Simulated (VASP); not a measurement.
The system is Cu.

```
CELL_PARAMETERS angstrom
-1.44279 1.44279 1.37608
1.44279 -1.44279 1.37608
1.44279 1.44279 -1.37608
ATOMIC_POSITIONS crystal
Cu 0.00000 0.00000 0.00000
```

```yaml
Program: VASP 6.6.1
Task: relaxation of cell and atoms
Functional: PBE
Potentials_or_basis: VASP PAW PBE potentials, release 64 (Cu)
Cutoff: 600 eV
k_mesh: 12 × 12 × 12
Occupations: gaussian, width 0.1 eV
Spin: no spin polarisation
```

At the start: pressure 7.7 GPa; volume 11.46 Å³/atom.

Where does the relaxation end?

Over 15 steps the energy falls by 17.2 meV/atom and the volume is 12.07 Å³/atom (+5.4 %); space group I4/mmm (No. 139, to 0.1 Å) before and after.

Step by step:
| step | energy change (eV) | largest force (eV/Å) | pressure (GPa) | volume (Å³) |
| --- | --- | --- | --- | --- |
| 1 | 0.0000 | 0.0000 | 7.74 | 11.46 |
| 2 | -0.0105 | 0.0000 | -3.32 | 12.40 |
| 3 | -0.0141 | 0.0000 | -0.12 | 12.07 |
| 4 | -0.0141 | 0.0000 | 0.38 | 12.05 |
| 5 | -0.0146 | 0.0000 | -1.17 | 12.06 |
| 6 | -0.0161 | 0.0000 | -0.07 | 12.07 |
| 7 | -0.0171 | 0.0000 | 0.32 | 12.08 |
| 8 | -0.0172 | 0.0000 | 0.57 | 12.07 |
| 9 | -0.0172 | 0.0000 | -0.36 | 12.07 |
| 10 | -0.0166 | 0.0000 | 1.27 | 11.97 |
| 11 | -0.0172 | 0.0000 | 0.17 | 12.06 |
| 12 | -0.0172 | 0.0000 | 0.19 | 12.07 |
| 13 | -0.0172 | 0.0000 | 0.14 | 12.07 |
| 14 | -0.0172 | 0.0000 | 0.13 | 12.07 |
| 15 | -0.0172 | 0.0000 | -0.05 | 12.07 |

Final structure:
```cif
data_structure
_symmetry_space_group_name_H-M 'P 1'
_symmetry_Int_Tables_number 1
_cell_length_a 2.5085
_cell_length_b 2.5085
_cell_length_c 2.5085
_cell_angle_alpha 106.908
_cell_angle_beta 106.908
_cell_angle_gamma 114.728
_cell_volume 12.07
loop_
_atom_site_label
_atom_site_type_symbol
_atom_site_fract_x
_atom_site_fract_y
_atom_site_fract_z
_atom_site_occupancy
Cu1 Cu 0.00000 0.00000 0.00000 1
```
